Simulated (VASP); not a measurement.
# ZrB2 (Cmmm) in VASP: a series of runs

The runs below take ZrB2 through electric field gradients, with PBE.

Program: VASP 6.6.1. These are calculated values, not measurements. Logs are shortened: lines on timing, memory, paths and dates and some standing lists are left out, and cuts for length are marked.

## Step 1: The cell of the first run

The structure is orthorhombic, space group Cmmm (No. 65). Conventional cell: a = 3.168 Å, b = 5.486 Å, c = 3.552 Å, α = 90.00°, β = 90.00°, γ = 90.00°. Within 3.3 Å of Zr (site symmetry mmm) lie 12 B at 2.50 to 2.67 Å and 6 Zr at 3.17 Å. B (site symmetry m2m) has 1 B at 1.50 Å within 2.0 Å.

## Step 2: Electric field gradients, PBE (shortest bond scaled by 0.82)

Input file INCAR:

```
SYSTEM = ZrB2
ALGO = Normal
EDIFF = 1E-8
ENCUT = 520
GGA = PE
ISIF = 2
ISMEAR = -1
LASPH = .True.
LCHARG = .False.
LEFG = .True.
LREAL = .False.
LWAVE = .False.
NBANDS = 16
NELM = 100
PREC = Accurate
SIGMA = 0.05
```

Input file KPOINTS:

```
k-points
0
Gamma
  11 11 9
  0 0 0
```

Input file POSCAR:

```
ZrB2
1.0
    3.1675246616      0.0000000000      0.0000000000
   -1.5837623308      2.7431568240      0.0000000000
    0.0000000000      0.0000000000      3.5523880600
Zr B
1 2
Direct
    0.0000000000      0.0000000000      0.0000000000
    0.2733333333      0.6366666667      0.5000000000
    0.7266666667      0.3633333333      0.5000000000
```

Potentials or basis: VASP PAW PBE potentials, release 64 (Zr_sv, B).

Run with:

```sh
cat potpaw_PBE.64/Zr_sv/POTCAR potpaw_PBE.64/B/POTCAR > POTCAR
mpirun -np 1 vasp_std > vasp.out
```

OUTCAR:

```text
SYSTEM = ZrB2
   EDIFF = 1E-8
   ENCUT = 520
   GGA = PE
   ISIF = 2
   ISMEAR = -1
   LASPH = .True.
   LREAL = .False.
   NELM = 100
   PREC = Accurate

 ion  position               nearest neighbor table
   1  0.000  0.000  0.000-   2 2.50   3 2.50   2 2.50   3 2.50   2 2.50   2 2.50   3 2.50   3 2.50
                             3 2.67   3 2.67   2 2.67   2 2.67
   2  0.273  0.637  0.500-   3 1.50   3 2.01   3 2.01   1 2.50   1 2.50   1 2.50   1 2.50   1 2.67
                             1 2.67
   3  0.727  0.363  0.500-   2 1.50   2 2.01   2 2.01   1 2.50   1 2.50   1 2.50   1 2.50   1 2.67
                             1 2.67

  LATTYP: Found a hexagonal cell.
 ALAT       =     3.1675246616
 C/A-ratio  =     1.1215028893

  Lattice vectors:

 A1 = (   3.1675246616,   0.0000000000,   0.0000000000)
 A2 = (  -1.5837623308,   2.7431568240,   0.0000000000)
 A3 = (   0.0000000000,   0.0000000000,   3.5523880600)

Analysis of symmetry for initial positions (statically):
=====================================================================
 Subroutine PRICEL returns:
 Original cell was already a primitive cell.

 Routine SETGRP: Setting up the symmetry group for a
 hexagonal supercell.

 Subroutine GETGRP returns: Found  8 space group operations
 (whereof  8 operations were pure point group operations)
 out of a pool of 24 trial point group operations.

The static configuration has the point symmetry D_2h.

Analysis of symmetry for dynamics (positions and initial velocities):
=====================================================================
 Subroutine PRICEL returns:
 Original cell was already a primitive cell.

 Routine SETGRP: Setting up the symmetry group for a
 hexagonal supercell.

 Subroutine GETGRP returns: Found  8 space group operations
 (whereof  8 operations were pure point group operations)
 out of a pool of 24 trial point group operations.

The dynamic configuration has the point symmetry D_2h.

 Subroutine INISYM returns: Found  8 space group operations
[... 127 lines left out ...]
   IVDW    =     0    specifies the selected vdW correction
   LEPSILON=     F    determine dielectric tensor
   LRPA    =     F    only Hartree local field effects (RPA)
 non-spin polarized calculation
  energy-cutoff  :      520.00
  volume of cell :       30.87
 maximum number of plane-waves:       842
   NGX = 11   NGY = 11   NGZ = 13

 number of electron      18.0000000 magnetization

 Free energy of the ion-electron system (eV)
  ---------------------------------------------------
  ext. energy  EPLUGINS =         0.00000000
  ---------------------------------------------------
  free energy    TOTEN  =       -24.10614812 eV

  energy without entropy =      -24.10466834  energy(sigma->0) =      -24.10540823

 E-fermi :  10.2548     XC(G=0): -12.3978

 val. band max:       10.2054204284   @ k =   0.2727   0.1818   0.0000
 cond. band min:      10.2837128159   @ k =   0.3636   0.0909   0.0000
 fundamental gap:      0.0782923875
 Fermi energy:        10.2548005444

 k-point     1 :       0.0000    0.0000    0.0000
  band No.  band energies     occupation
      1     -38.2086      2.00000
      2     -16.3994      2.00000
      3     -15.8858      2.00000
      4     -15.7975      2.00000
      5      -2.3196      2.00000
      6       6.6492      2.00000
[... 433 lines left out ...]
      3     -16.2160      2.00000
      4     -16.0802      2.00000
      5       1.4595      2.00000
      6       2.1582      2.00000
[... 8 lines left out ...]
     15      17.8835      0.00000
     16      20.0792      0.00000

 [... further k-points ...]
[... 5 lines left out ...]
  --------------------------------------------------------------------------------------
  -------------------------------------------------------------------------------------
  Total        3.8915829      2.3545373     -0.2258071      1.3311206      0.0000000      0.0000000
  in kB      201.9974230    122.2151689    -11.7207946     69.0934588      0.0000000      0.0000000
  external PRESSURE =     104.1639324 kB  Pullay stress =       0.0000000 kB

 VOLUME and BASIS-vectors are now :
 -----------------------------------------------------------------------------
  energy-cutoff  :      520.00
  volume of cell :       30.87
      direct lattice vectors                 reciprocal lattice vectors
     3.167524662  0.000000000  0.000000000     0.315703935  0.182271752  0.000000000
    -1.583762331  2.743156824  0.000000000     0.000000000  0.364543504  0.000000000
     0.000000000  0.000000000  3.552388060     0.000000000  0.000000000  0.281500777

 POSITION                                       TOTAL-FORCE (eV/Angst)
 -----------------------------------------------------------------------------------
      0.00000      0.00000      0.00000         0.000000      0.000000      0.000000
     -0.14254      1.74648      1.77619         5.523799      3.189167     -0.000000
      1.72630      0.99668      1.77619        -5.523799     -3.189167      0.000000
 -----------------------------------------------------------------------------------
    total drift:                               -0.000000      0.000000     -0.000000

  FREE ENERGIE OF THE ION-ELECTRON SYSTEM (eV)
  ---------------------------------------------------
  free  energy   TOTEN  =       -24.1061481184 eV

  energy  without entropy=      -24.1046683388  energy(sigma->0) =      -24.10540823

 Electric field gradients (V/A^2)
---------------------------------------------------------------------
 ion       V_xx      V_yy      V_zz      V_xy      V_xz      V_yz
---------------------------------------------------------------------
   1     -11.638   -24.258    35.896    10.929    -0.000    -0.000
   2      -5.636     3.168     2.467    -7.625    -0.000     0.000
   3      -5.636     3.168     2.467    -7.625    -0.000     0.000
---------------------------------------------------------------------

 Electric field gradients after diagonalization (V/A^2)
 (convention: |V_zz| > |V_xx| > |V_yy|)
----------------------------------------------------------------------
 ion       V_xx      V_yy      V_zz     asymmetry (V_yy - V_xx)/ V_zz
----------------------------------------------------------------------
   1     -30.568    -5.328    35.896       0.703
   2       7.571     2.467   -10.038       0.508
   3       7.571     2.467   -10.038       0.508
----------------------------------------------------------------------

           NMR quadrupolar parameters

 Cq : quadrupolar parameter    Cq=e*Q*V_zz/h
 eta: asymmetry parameters     (V_yy - V_xx)/ V_zz
 Q  : nuclear electric quadrupole moment in mb (millibarn)
----------------------------------------------------------------------
 ion       Cq(MHz)       eta       Q (mb)
----------------------------------------------------------------------
   1       0.087       0.703       1.000
   2      -0.024       0.508       1.000
   3      -0.024       0.508       1.000
----------------------------------------------------------------------
```

OSZICAR:

```text
N       E                     dE             d eps       ncg     rms          rms(c)
DAV:   1     0.103529715481E+03    0.10353E+03   -0.96904E+03  5760   0.112E+03
DAV:   2    -0.232508042679E+02   -0.12678E+03   -0.12204E+03  7664   0.291E+02
DAV:   3    -0.273561477874E+02   -0.41053E+01   -0.40891E+01  8752   0.450E+01
DAV:   4    -0.274132196263E+02   -0.57072E-01   -0.57062E-01  7064   0.493E+00
DAV:   5    -0.274143709329E+02   -0.11513E-02   -0.11513E-02  8528   0.472E-01    0.214E+01
DAV:   6    -0.241463793546E+02    0.32680E+01   -0.83492E+00  7328   0.182E+01    0.855E+00
DAV:   7    -0.241079700512E+02    0.38409E-01   -0.67956E-01  7448   0.506E+00    0.366E+00
DAV:   8    -0.241077927544E+02    0.17730E-03   -0.83096E-02  7168   0.213E+00    0.456E-01
DAV:   9    -0.241063687657E+02    0.14240E-02   -0.11094E-02  7320   0.742E-01    0.187E-01
DAV:  10    -0.241061402279E+02    0.22854E-03   -0.13169E-03  6624   0.321E-01    0.372E-02
DAV:  11    -0.241061507219E+02   -0.10494E-04   -0.60281E-05  7112   0.760E-02    0.188E-02
DAV:  12    -0.241061482033E+02    0.25186E-05   -0.30253E-06  7504   0.151E-02    0.385E-03
DAV:  13    -0.241061481915E+02    0.11855E-07   -0.21676E-07  7136   0.423E-03    0.157E-03
DAV:  14    -0.241061481397E+02    0.51812E-07   -0.93350E-09  4888   0.100E-03    0.532E-04
DAV:  15    -0.241061481164E+02    0.23242E-07   -0.48244E-09  3480   0.648E-04    0.798E-05
DAV:  16    -0.241061481184E+02   -0.19647E-08   -0.85081E-10  3176   0.270E-04
   1 F= -.24106148E+02 E0= -.24105408E+02  d E =-.147978E-02
```

Wall time 43 s (1 thread of AMD EPYC 9R45 (Zen 5), shared host); peak memory 0.18 GiB.

What came out:

```yaml
Free_energy: -24.1061 eV
Pressure: 10.4 GPa
Largest_force: 6.378 eV/Å
Band_gap_on_the_k_mesh: zero (band 9 reaches 10.96 eV, above the bottom of band 10 at 9.94 eV)
```

Forces in eV/Å, atoms in the order of the input:
```
Zr   0.000  0.000  0.000
B    5.524  3.189  0.000
B   -5.524 -3.189  0.000
```

Levels at points of the mesh, in eV from the Fermi level:
```tsv
k point	band 5	band 6	band 7	band 8	band 9	band 10	band 11	band 12	band 13	band 14
(0.00, 0.00, 0.00)	-12.57	-3.61	-2.38	-2.34	-1.20	2.76	3.33	3.55	3.71	4.69
```

Electric field gradients, principal values (V/Å²):
| atom | least | middle | greatest (by size) |
| --- | --- | --- | --- |
| 1 Zr | -5.328 | -30.568 | 35.896 |
| 2 B | 2.467 | 7.571 | -10.038 |
| 3 B | 2.467 | 7.571 | -10.038 |

Caveat: the cell differs from its parent crystal (shortest bond scaled by 0.82); without QUAD_EFG the Cq values of the log hold for a quadrupole moment of 1 mb, not for the nuclei; forces of over 1 eV/Å act on the atoms, so gaps and moduli don't describe the material at rest.

## Step 3: Electric field gradients, PBE (shortest bond scaled by 0.76)

Input file INCAR:

```
SYSTEM = ZrB2
  ALGO = Normal
  EDIFF = 1E-8
  ENCUT = 520
  GGA = PE
  ISIF = 2
  ISMEAR = -1
  LASPH = .True.
  LCHARG = .False.
  LEFG = .True.
  LREAL = .False.
  LWAVE = .False.
  NBANDS = 16
  NELM = 80
  PREC = Accurate
  SIGMA = 0.05
```

KPOINTS is that of step 2.

Input file POSCAR:

```
ZrB2
1.0
    3.1675246616      0.0000000000      0.0000000000
   -1.5837623308      2.7431568240      0.0000000000
    0.0000000000      0.0000000000      3.5523880600
Zr B
1 2
Direct
    0.0000000000      0.0000000000      0.0000000000
    0.2533333333      0.6266666667      0.5000000000
    0.7466666667      0.3733333333      0.5000000000
```

Potentials or basis: VASP PAW PBE potentials, release 64 (Zr_sv, B).

Run with:

```sh
cat potpaw_PBE.64/Zr_sv/POTCAR potpaw_PBE.64/B/POTCAR > POTCAR
mpirun -np 1 vasp_std > vasp.out
```

OUTCAR:

```text
SYSTEM = ZrB2
   EDIFF = 1E-8
   ENCUT = 520
   GGA = PE
   ISIF = 2
   ISMEAR = -1
   LASPH = .True.
   LREAL = .False.
   NELM = 80
   PREC = Accurate

 ion  position               nearest neighbor table
   1  0.000  0.000  0.000-   2 2.48   3 2.48   2 2.48   3 2.48   2 2.48   2 2.48   3 2.48   3 2.48
                             3 2.71   3 2.71   2 2.71   2 2.71
   2  0.253  0.627  0.500-   3 1.39   3 2.08   3 2.08   1 2.48   1 2.48   1 2.48   1 2.48   1 2.71
                             1 2.71
   3  0.747  0.373  0.500-   2 1.39   2 2.08   2 2.08   1 2.48   1 2.48   1 2.48   1 2.48   1 2.71
[... 684 lines left out ...]

 Electric field gradients (V/A^2)
---------------------------------------------------------------------
 ion       V_xx      V_yy      V_zz      V_xy      V_xz      V_yz
---------------------------------------------------------------------
   1      -6.996   -24.295    31.291    14.981    -0.000    -0.000
   2      -6.402     3.808     2.594    -8.842     0.000     0.000
   3      -6.402     3.808     2.594    -8.842     0.000    -0.000
---------------------------------------------------------------------

 Electric field gradients after diagonalization (V/A^2)
 (convention: |V_zz| > |V_xx| > |V_yy|)
----------------------------------------------------------------------
 ion       V_xx      V_yy      V_zz     asymmetry (V_yy - V_xx)/ V_zz
----------------------------------------------------------------------
   1      31.291     1.653   -32.944       0.900
   2       8.913     2.594   -11.507       0.549
   3       8.913     2.594   -11.507       0.549
----------------------------------------------------------------------

           NMR quadrupolar parameters

 Cq : quadrupolar parameter    Cq=e*Q*V_zz/h
 eta: asymmetry parameters     (V_yy - V_xx)/ V_zz
 Q  : nuclear electric quadrupole moment in mb (millibarn)
----------------------------------------------------------------------
 ion       Cq(MHz)       eta       Q (mb)
----------------------------------------------------------------------
   1      -0.080       0.900       1.000
   2      -0.028       0.549       1.000
   3      -0.028       0.549       1.000
----------------------------------------------------------------------
```

OSZICAR:

```text
N       E                     dE             d eps       ncg     rms          rms(c)
DAV:   1     0.104985639000E+03    0.10499E+03   -0.97030E+03  5760   0.112E+03
DAV:   2    -0.229204651504E+02   -0.12791E+03   -0.12310E+03  7688   0.292E+02
DAV:   3    -0.270994716912E+02   -0.41790E+01   -0.41593E+01  8672   0.455E+01
DAV:   4    -0.271594443530E+02   -0.59973E-01   -0.59963E-01  7096   0.496E+00
DAV:   5    -0.271606060540E+02   -0.11617E-02   -0.11617E-02  8392   0.476E-01    0.216E+01
DAV:   6    -0.232210494280E+02    0.39396E+01   -0.10724E+01  7232   0.202E+01    0.853E+00
DAV:   7    -0.231829974950E+02    0.38052E-01   -0.78616E-01  6992   0.540E+00    0.400E+00
DAV:   8    -0.231810569835E+02    0.19405E-02   -0.93091E-02  7192   0.218E+00    0.519E-01
DAV:   9    -0.231796319678E+02    0.14250E-02   -0.12006E-02  7320   0.756E-01    0.177E-01
DAV:  10    -0.231793806658E+02    0.25130E-03   -0.13598E-03  6664   0.318E-01    0.433E-02
DAV:  11    -0.231793966730E+02   -0.16007E-04   -0.75526E-05  7192   0.845E-02    0.245E-02
DAV:  12    -0.231793940745E+02    0.25985E-05   -0.32716E-06  7432   0.154E-02    0.363E-03
DAV:  13    -0.231793939978E+02    0.76735E-07   -0.24797E-07  6976   0.454E-03    0.139E-03
DAV:  14    -0.231793939349E+02    0.62865E-07   -0.97116E-09  4856   0.952E-04    0.541E-04
DAV:  15    -0.231793939119E+02    0.23009E-07   -0.48920E-09  3384   0.663E-04    0.619E-05
DAV:  16    -0.231793939167E+02   -0.48460E-08   -0.93471E-10  3144   0.271E-04
   1 F= -.23179394E+02 E0= -.23178751E+02  d E =-.128596E-02
```

Wall time 43 s (1 thread of AMD EPYC 9R45 (Zen 5), shared host); peak memory 0.18 GiB.

Results:

- Free energy: -23.1794 eV
- Pressure: 20.3 GPa
- Largest force: 10.834 eV/Å
- Band gap on the k mesh: zero (band 9 reaches 10.90 eV, above the bottom of band 10 at 9.45 eV)

Forces in eV/Å, atoms in the order of the input:
```
Zr   0.000  0.000  0.000
B    9.382  5.417  0.000
B   -9.382 -5.417  0.000
```

Levels at points of the mesh, in eV from the Fermi level:
```tsv
k point	band 5	band 6	band 7	band 8	band 9	band 10	band 11	band 12	band 13	band 14
(0.00, 0.00, 0.00)	-12.58	-3.89	-2.51	-2.32	-0.85	1.94	3.25	3.36	3.73	4.50
```

Electric field gradients, principal values (V/Å²):
```
atom  least  middle  greatest (by size)
1 Zr  1.653  31.291             -32.944
 2 B  2.594   8.913             -11.507
 3 B  2.594   8.913             -11.507
```

Caveat: the cell differs from its parent crystal (shortest bond scaled by 0.76); without QUAD_EFG the Cq values of the log hold for a quadrupole moment of 1 mb, not for the nuclei; forces of over 1 eV/Å act on the atoms, so gaps and moduli don't describe the material at rest.

[end of part 1 of 2]
